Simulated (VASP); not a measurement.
# Ge2Sb2Te5 (P-3m1) in VASP: single point with PBEsol

Aim: the single point of Ge2Sb2Te5 with PBEsol.

Everything below comes from runs of VASP 6.6.1. Logs are shortened: lines on timing, memory, paths and dates and some standing lists are left out, and cuts for length are marked.

## (1) The cell of the first run

The structure is trigonal, space group P-3m1 (No. 164). The conventional cell has a = 4.223 Å, b = 4.223 Å, c = 16.878 Å, α = 90.00°, β = 90.00°, γ = 120.00°. Ge (site symmetry 3m) has 6 Te at 2.95 to 2.97 Å within 3.9 Å. Sb (site symmetry 3m) has 6 Te at 2.98 to 3.15 Å within 3.9 Å. Te (site symmetry -3m) has 6 Ge at 2.97 Å within 3.9 Å. Te (site symmetry 3m) has 3 Ge at 2.95 Å and 3 Sb at 3.15 Å within 3.9 Å. Within 3.9 Å of Te (site symmetry 3m) lie 3 Sb at 2.98 Å and 3 Te at 3.67 Å.

## (2) Single point, PBEsol

Input file INCAR:

```
SYSTEM = Ge2Sb2Te5
PREC = Accurate
ENCUT = 520
EDIFF = 1E-6
ISMEAR = 0
SIGMA = 0.01
LREAL = .False.
LASPH = .True.
NELM = 60
ALGO = Normal
ISIF = 2
LWAVE = .False.
LCHARG = .False.
GGA = PS
NBANDS = 44
```

Input file KPOINTS:

```
regular mesh
0
Gamma
  9 9 2
  0 0 0
```

Input file POSCAR:

```
Ge2Sb2Te5
1.0
    4.2231092102      0.0000000000      0.0000000000
   -2.1115546051      3.6573198590      0.0000000000
    0.0000000000      0.0000000000     16.8776221734
Ge Sb Te
2 2 5
Direct
    0.3333333333      0.6666666667      0.8996799135
    0.6666666667      0.3333333333      0.1003200865
    0.0000000000      0.0000000000      0.6830309343
    0.0000000000      0.0000000000      0.3169690657
    0.0000000000      0.0000000000      0.0000000000
    0.6666666667      0.3333333333      0.8015269199
    0.3333333333      0.6666666667      0.1984730801
    0.3333333333      0.6666666667      0.5810876999
    0.6666666667      0.3333333333      0.4189123001
```

Potentials or basis: VASP PAW PBE potentials, release 64 (Ge_d, Sb, Te).

Launch:

```console
$ cat potpaw_PBE.64/Ge_d/POTCAR potpaw_PBE.64/Sb/POTCAR potpaw_PBE.64/Te/POTCAR > POTCAR
$ mpirun -np 1 vasp_std > vasp.out
```

OUTCAR:

```text
SYSTEM = Ge2Sb2Te5
   PREC = Accurate
   ENCUT = 520
   EDIFF = 1E-6
   ISMEAR = 0
   LREAL = .False.
   LASPH = .True.
   NELM = 60
   ISIF = 2
   GGA = PS

 ion  position               nearest neighbor table
   1  0.333  0.667  0.900-   6 2.95   6 2.95   6 2.95   5 2.97   5 2.97   5 2.97
   2  0.667  0.333  0.100-   7 2.95   7 2.95   7 2.95   5 2.97   5 2.97   5 2.97
   3  0.000  0.000  0.683-   8 2.98   8 2.98   8 2.98   6 3.15   6 3.15   6 3.15
   4  0.000  0.000  0.317-   9 2.98   9 2.98   9 2.98   7 3.15   7 3.15   7 3.15
   5  0.000  0.000  0.000-   1 2.97   2 2.97   2 2.97   1 2.97   2 2.97   1 2.97
   6  0.667  0.333  0.802-   1 2.95   1 2.95   1 2.95   3 3.15   3 3.15   3 3.15
   7  0.333  0.667  0.198-   2 2.95   2 2.95   2 2.95   4 3.15   4 3.15   4 3.15
   8  0.333  0.667  0.581-   3 2.98   3 2.98   3 2.98   9 3.67   9 3.67   9 3.67
   9  0.667  0.333  0.419-   4 2.98   4 2.98   4 2.98   8 3.67   8 3.67   8 3.67

  LATTYP: Found a hexagonal cell.
 ALAT       =     4.2231092102
 C/A-ratio  =     3.9964919999

  Lattice vectors:

 A1 = (   4.2231092102,   0.0000000000,   0.0000000000)
 A2 = (  -2.1115546051,   3.6573198590,   0.0000000000)
 A3 = (   0.0000000000,   0.0000000000,  16.8776221734)

Analysis of symmetry for initial positions (statically):
=====================================================================
 Subroutine PRICEL returns:
 Original cell was already a primitive cell.

 Routine SETGRP: Setting up the symmetry group for a
 hexagonal supercell.

 Subroutine GETGRP returns: Found 12 space group operations
 (whereof 12 operations were pure point group operations)
 out of a pool of 24 trial point group operations.

The static configuration has the point symmetry D_3d.

Analysis of symmetry for dynamics (positions and initial velocities):
=====================================================================
 Subroutine PRICEL returns:
 Original cell was already a primitive cell.

 Routine SETGRP: Setting up the symmetry group for a
 hexagonal supercell.

 Subroutine GETGRP returns: Found 12 space group operations
 (whereof 12 operations were pure point group operations)
 out of a pool of 24 trial point group operations.

The dynamic configuration has the point symmetry D_3d.

 Subroutine INISYM returns: Found 12 space group operations
 (whereof 12 operations are pure point group operations),
 and found     1 'primitive' translations

----------------------------------------------------------------------------------------

                                     Primitive cell

  volume of cell :     260.6793

  direct lattice vectors                    reciprocal lattice vectors
     4.223109210  0.000000000  0.000000000     0.236792361  0.136712133  0.000000000
    -2.111554605  3.657319859  0.000000000     0.000000000  0.273424267  0.000000000
     0.000000000  0.000000000 16.877622173     0.000000000  0.000000000  0.059250053

  length of vectors
     4.223109210  4.223109210 16.877622173     0.273424267  0.273424267  0.059250053

  position of ions in fractional coordinates (direct lattice)
     0.333333333  0.666666667  0.899679914
     0.666666667  0.333333333  0.100320086
     0.000000000  0.000000000  0.683030934
     0.000000000  0.000000000  0.316969066
     0.000000000  0.000000000  0.000000000
     0.666666667  0.333333333  0.801526920
     0.333333333  0.666666667  0.198473080
     0.333333333  0.666666667  0.581087700
     0.666666667  0.333333333  0.418912300

  ion indices of the primitive-cell ions
   primitive index   ion index
                 1           1
                 2           2
                 3           3
                 4           4
                 5           5
                 6           6
                 7           7
                 8           8
                 9           9

----------------------------------------------------------------------------------------

 KPOINTS: regular mesh

Automatic generation of k-mesh.
 Grid dimensions read from file:
 generate k-points for:    9    9    2

 Generating k-lattice:

  Cartesian coordinates                     Fractional coordinates (reciprocal lattice)
     0.026310262  0.015190237  0.000000000     0.111111111  0.000000000  0.000000000
     0.000000000  0.030380474  0.000000000     0.000000000  0.111111111  0.000000000
     0.000000000  0.000000000  0.029625026     0.000000000  0.000000000  0.500000000

  Length of vectors
     0.030380474  0.030380474  0.029625026

  Shift w.r.t. Gamma in fractional coordinates (k-lattice)
     0.000000000  0.000000000  0.000000000

 Subroutine IBZKPT returns following result:
 ===========================================

 Found     24 irreducible k-points:

 Following reciprocal coordinates:
            Coordinates               Weight
  0.000000  0.000000  0.000000      1.000000
  0.111111 -0.000000  0.000000      6.000000
  0.222222  0.000000  0.000000      6.000000
  0.333333  0.000000  0.000000      6.000000
  0.444444  0.000000  0.000000      6.000000
  0.111111  0.111111  0.000000      6.000000
[... 16 lines left out ...]
  0.333333  0.222222  0.500000     12.000000
  0.333333  0.333333  0.500000      2.000000
   k-points           NKPTS =     24   k-points in BZ     NKDIM =     24   number of bands    NBANDS=     44
   number of dos      NEDOS =    301   number of ions     NIONS =      9
   total plane-waves  NPLWV = 129024
   dimension x,y,z NGX =    32 NGY =   32 NGZ =  126
   dimension x,y,z NGXF=    64 NGYF=   64 NGZF=  252
   ions per type =               2   2   5
   NGX,Y,Z   is equivalent  to a cutoff of  12.60, 12.60, 12.41 a.u.
   NGXF,Y,Z  is equivalent  to a cutoff of  25.19, 25.19, 24.82 a.u.
 SYSTEM =  Ge2Sb2Te5
   PREC   = accura    normal or accurate (medium, high low for compatibility)
   ISTART =      0    job   : 0-new  1-cont  2-samecut
   ICHARG =      2    charge: 1-file 2-atom 10-const
   ISPIN  =      1    spin polarized calculation?
   LNONCOLLINEAR =      F non collinear calculations
   LSORBIT =      F    spin-orbit coupling
   LASPH  =      T    aspherical Exc in radial PAW
   ENCUT  =  520.0 eV  38.22 Ry    6.18 a.u.   7.85  7.85 31.38*2*pi/ulx,y,z
   NELM   =     60;   NELMIN=  2; NELMDL= -5     # of ELM steps
   EDIFF  = 0.1E-05   stopping-criterion for ELM
   LREAL  =      F    real-space projection
   EDIFFG = 0.1E-04   stopping-criterion for IOM
   NSW    =      0    number of steps for IOM
   IBRION =     -1    ionic relax: 0-MD 1-quasi-New 2-CG
   NFREE  =      0    steps in history (QN), initial steepest desc. (CG)
   ISIF   =      2    stress and relaxation
   ISYM   =      2    0-nonsym 1-usesym 2-fastsym
   POTIM  = 0.5000    time-step for ionic-motion
   TEBEG  =    0.0;   TEEND  =   0.0 temperature during run
   PSTRESS=    0.0 pullay stress
   NELECT =      68.0000    total number of electrons
   NUPDOWN=      -1.0000    fix difference up-down
   EMIN   =  10.00;   EMAX   =-10.00  energy-range for DOS
   EFERMI =   0.00;   METHOD = LEGACY
   ISMEAR =     0;   SIGMA  =   0.01  broadening in eV -4-tet -1-fermi 0-gaus
   EFERMI_NEDOS =   21; number of points for ismear=-14 and -15
   IALGO  =     38    algorithm
   IMIX   =      4    mixing-type and parameters
     AMIX     =   0.40;   BMIX     =  1.00
     AMIX_MAG =   1.60;   BMIX_MAG =  1.00
  volume/ion in A,a.u.               =      28.96       195.46
  Fermi-wavevector in a.u.,A,eV,Ry     =   1.046026  1.976702 14.887079  1.094169
  Thomas-Fermi vector in A             =   2.180846
   LORBIT       =      0    0 simple, 1 ext, 2 COOP (PROOUT), +10 PAW based schemes
   GGA     = PS    functional components
   LHFCALC =     F    Hartree Fock is set to
   AEXX    =    0.0000 exact exchange contribution
   IVDW    =     0    specifies the selected vdW correction
   LEPSILON=     F    determine dielectric tensor
   LRPA    =     F    only Hartree local field effects (RPA)
 non-spin polarized calculation
 Gauss-broadening in eV      SIGMA  =   0.01
  energy-cutoff  :      520.00
  volume of cell :      260.68
 maximum number of plane-waves:      7053
 NGX is ok and might be reduce to    32
   NGX = 15   NGY = 15   NGZ = 63

 number of electron      67.9999993 magnetization

 Free energy of the ion-electron system (eV)
  ---------------------------------------------------
  ext. energy  EPLUGINS =         0.00000000
  ---------------------------------------------------
  free energy    TOTEN  =       -37.60418193 eV

  energy without entropy =      -37.60418193  energy(sigma->0) =      -37.60418193

 E-fermi :   6.8030     XC(G=0):  -9.7773

 val. band max:        6.7244682511   @ k =   0.0000   0.0000   0.0000
 cond. band min:       6.8650908149   @ k =   0.0000   0.0000   0.0000
 fundamental gap:      0.1406225638
 Fermi energy:         6.8029799314

 k-point     1 :       0.0000    0.0000    0.0000
  band No.  band energies     occupation
      1     -18.2163      2.00000
      2     -18.2163      2.00000
      3     -18.2154      2.00000
      4     -18.2154      2.00000
      5     -18.2091      2.00000
      6     -18.2089      2.00000
[... 36 lines left out ...]
     43       8.3365      0.00000
     44       9.4342      0.00000

 k-point     2 :       0.1111   -0.0000    0.0000
  band No.  band energies     occupation
      1     -18.2168      2.00000
      2     -18.2162      2.00000
      3     -18.2156      2.00000
      4     -18.2152      2.00000
      5     -18.2090      2.00000
      6     -18.2088      2.00000
[... 36 lines left out ...]
     43       8.8200      0.00000
     44       9.5954      0.00000

 k-point     3 :       0.2222    0.0000    0.0000
  band No.  band energies     occupation
      1     -18.2178      2.00000
      2     -18.2163      2.00000
      3     -18.2160      2.00000
      4     -18.2148      2.00000
      5     -18.2092      2.00000
      6     -18.2083      2.00000
[... 36 lines left out ...]
     43       9.7419      0.00000
     44      10.0110      0.00000

 k-point     4 :       0.3333    0.0000    0.0000
  band No.  band energies     occupation
      1     -18.2190      2.00000
      2     -18.2171      2.00000
      3     -18.2159      2.00000
      4     -18.2144      2.00000
      5     -18.2095      2.00000
      6     -18.2080      2.00000
[... 882 lines left out ...]
     43      10.2722      0.00000
     44      10.6877      0.00000

 k-point    23 :       0.3333    0.2222    0.5000
  band No.  band energies     occupation
      1     -18.2189      2.00000
      2     -18.2173      2.00000
      3     -18.2165      2.00000
      4     -18.2150      2.00000
      5     -18.2087      2.00000
      6     -18.2078      2.00000
[... 36 lines left out ...]
     43      10.5763      0.00000
     44      10.7860      0.00000

 k-point    24 :       0.3333    0.3333    0.5000
  band No.  band energies     occupation
      1     -18.2185      2.00000
      2     -18.2171      2.00000
      3     -18.2171      2.00000
      4     -18.2153      2.00000
      5     -18.2079      2.00000
      6     -18.2079      2.00000
[... 36 lines left out ...]
     43      10.8647      0.00000
     44      11.7944      0.00000

------------------------ aborting loop because EDIFF is reached ----------------------------------------

  FORCE on cell =-STRESS in cart. coord.  units (eV):
  Direction    XX          YY          ZZ          XY          YZ          ZX
  --------------------------------------------------------------------------------------
  -------------------------------------------------------------------------------------
  Total       -0.0086062     -0.0086062     -0.0005441     -0.0000000      0.0000000     -0.0000000
  in kB       -0.0528950     -0.0528950     -0.0033443     -0.0000000      0.0000000     -0.0000000
  external PRESSURE =      -0.0363781 kB  Pullay stress =       0.0000000 kB

 VOLUME and BASIS-vectors are now :
 -----------------------------------------------------------------------------
  energy-cutoff  :      520.00
  volume of cell :      260.68
      direct lattice vectors                 reciprocal lattice vectors
     4.223109210  0.000000000  0.000000000     0.236792361  0.136712133  0.000000000
    -2.111554605  3.657319859  0.000000000     0.000000000  0.273424267  0.000000000
     0.000000000  0.000000000 16.877622173     0.000000000  0.000000000  0.059250053

 POSITION                                       TOTAL-FORCE (eV/Angst)
 -----------------------------------------------------------------------------------
     -0.00000      2.43821     15.18446        -0.000000      0.000000      0.000186
      2.11155      1.21911      1.69316         0.000000      0.000000     -0.000186
      0.00000      0.00000     11.52794         0.000000      0.000000      0.034242
      0.00000      0.00000      5.34968        -0.000000      0.000000     -0.034242
      0.00000      0.00000      0.00000        -0.000000      0.000000     -0.000000
      2.11155      1.21911     13.52787         0.000000      0.000000     -0.007455
     -0.00000      2.43821      3.34975        -0.000000     -0.000000      0.007455
     -0.00000      2.43821      9.80738         0.000000      0.000000     -0.035542
      2.11155      1.21911      7.07024         0.000000      0.000000      0.035542
 -----------------------------------------------------------------------------------
    total drift:                               -0.000000      0.000000      0.000000

  FREE ENERGIE OF THE ION-ELECTRON SYSTEM (eV)
  ---------------------------------------------------
  free  energy   TOTEN  =       -37.6041819278 eV

  energy  without entropy=      -37.6041819278  energy(sigma->0) =      -37.60418193
```

It took 10 min on 1 thread of Intel Xeon 8259CL, shared host; peak memory 0.51 GiB.

What came out:

```
Free energy            : -37.6042 eV
Pressure               : 0.0 GPa
Largest force          : 0.036 eV/Å
Band gap on the k mesh : 0.14 eV
```

Forces in eV/Å, atoms in the order of the input:
```
Ge   0.000  0.000  0.000
Ge   0.000  0.000  0.000
Sb   0.000  0.000  0.034
Sb   0.000  0.000 -0.034
Te   0.000  0.000  0.000
Te   0.000  0.000 -0.007
Te   0.000  0.000  0.007
Te   0.000  0.000 -0.036
Te   0.000  0.000  0.036
```

Levels at points of the mesh, in eV from the valence-band top:
```csv
k point,band 30,band 31,band 32,band 33,band 34,band 35,band 36,band 37,band 38,band 39
"(0.00, 0.00, 0.00)",-1.42,-1.42,-1.14,-0.85,0.00,0.14,0.14,0.21,0.86,0.86
"(0.00, 0.00, 0.50)",-1.54,-1.54,-1.44,-0.72,-0.18,0.35,0.35,0.50,0.51,0.51
```

Caveat: the PAW data sets were made with another functional, which shifts forces and pressure a little; spin-orbit coupling is left out, which moves the levels of the heavy elements; an odd mesh through Γ misses points on the zone boundary, where band edges can lie.
